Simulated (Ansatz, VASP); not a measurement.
# One calculation of C, two programs

The input POSCAR:

```
C
1.0
    0.0000000000      1.8045302412      1.7323490315
    1.8045302412      0.0000000000      1.7323490315
    1.8045302412      1.8045302412      0.0000000000
C
2
Direct
    0.5000000000      0.5000000000      0.5000000000
    0.7500000000      0.7500000000      0.7500000000
```

The input INCAR.step1:

```
SYSTEM = C
  PREC = Accurate
  ENCUT = 910
  ISMEAR = 0
  SIGMA = 0.05
  LREAL = .FALSE.
  LASPH = .TRUE.
  NELM = 120
  NBANDS = 11
  GGA = PE
  ALGO = Normal
  EDIFF = 1E-5
  LWAVE = .TRUE.
  LCHARG = .FALSE.
  GGA_COMPAT = .FALSE.
```

File INCAR.step2:

```
SYSTEM = C
  PREC = Accurate
  ENCUT = 910
  EDIFF = 1E-6
  ISMEAR = 0
  SIGMA = 0.05
  LREAL = .FALSE.
  LASPH = .TRUE.
  NELM = 120
  ALGO = Normal
  ISIF = 2
  LWAVE = .FALSE.
  LCHARG = .FALSE.
  METAGGA = R2SCAN
  LMIXTAU = .TRUE.
  NBANDS = 11
  ISTART = 1
  GGA_COMPAT = .FALSE.
```

KPOINTS

```
regular mesh
0
G
  12 12 12
  0 0 0
```

Input for Ansatz:

```yaml
crystal:
  lattice:
    - [0.0, 1.8045302412, 1.7323490315]
    - [1.8045302412, 0.0, 1.7323490315]
    - [1.8045302412, 1.8045302412, 0.0]
  atoms:
    - { symbol: C, position: [0.5, 0.5, 0.5] }
    - { symbol: C, position: [0.75, 0.75, 0.75] }
basis:
  ecutwfc: 500
kpoints:
  mp_grid: { grid: [12, 12, 12] }
hamiltonian:
  xc: r2scan
scf:
  occupations: { method: gaussian, width: 0.05 }
output:
  forces: true
  stress: true
  eigenvalues: true
```

Alike in both runs: task single point; functional r2SCAN; k mesh 12 × 12 × 12; occupations gaussian, width 0.05 eV; no spin polarisation.

|  | VASP | Ansatz |
| --- | --- | --- |
| version | VASP 6.6.1 | Ansatz 0.2.0 |
| potentials or method | VASP PAW PBE potentials, release 64 (C_h), cutoff 910 eV | scalar-relativistic, plane waves, PAW |
| valence electrons in the cell | 8 | 8 |

|  | VASP | Ansatz | Ansatz less VASP |
| --- | --- | --- | --- |
| gap on the k mesh at the Fermi level (eV) | 3.31 | 3.31 | -0.001 |
| least direct gap on the mesh (eV) | 5.13 | 5.14 | +0.002 |

VASP's potentials were made for PBE, not for r2SCAN.

Noted on VASP's run: the cutoff is short for stress, so the pressure is rough.
